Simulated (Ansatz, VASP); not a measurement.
**One calculation of MgO, two programs**

```
Mg O
1.0
     3.32969    0.00000    0.00000
    -1.66485    2.88360    0.00000
     0.00000    0.00000    5.01588
Mg O
2 2
Direct
  0.66667 0.33333 0.50216
  0.33333 0.66667 0.00216
  0.66667 0.33333 0.90244
  0.33333 0.66667 0.40244
```

Alike in both runs: task single point; functional LDA; k mesh 9 × 9 × 6; occupations fermi-dirac, width 0.05 eV; no spin polarisation.

|  | VASP | Ansatz |
| --- | --- | --- |
| version | VASP 6.6.1 | Ansatz 0.2.0 |
| potentials or method | VASP PAW LDA potentials, release 64 (Mg, O) | Ansatz PAW |
| plane-wave cutoff (eV) | 520 | 420 |
| valence electrons in the cell | 16 | 32 |

|  | VASP | Ansatz | Ansatz less VASP |
| --- | --- | --- | --- |
| gap on the k mesh at the Fermi level (eV) | 3.25 | 3.25 | +0.004 |
| least direct gap on the mesh (eV) | 3.25 | 3.25 | +0.004 |
| pressure (GPa) | -7.6 | -6.4 | +1.15 |
| traceless stress, the component that is largest in VASP (GPa) | 0.72 | 0.56 | -0.161 |
| rms of the force components (eV/Å) | 0.039 | 0.033 | -0.0060 |

LDA's correlation is that of Perdew and Zunger in VASP and of Perdew and Wang (1992) in Ansatz. Atom by atom the forces differ by 0.006 eV/Å (rms over components). VASP's potentials hold 16 valence electrons a cell and Ansatz's 32, so a difference there can come from the potentials and not from the codes.

Noted on Ansatz's run: odd divisions of the mesh miss points on the zone boundary, where band edges often lie, so the gap on the mesh can be too wide.
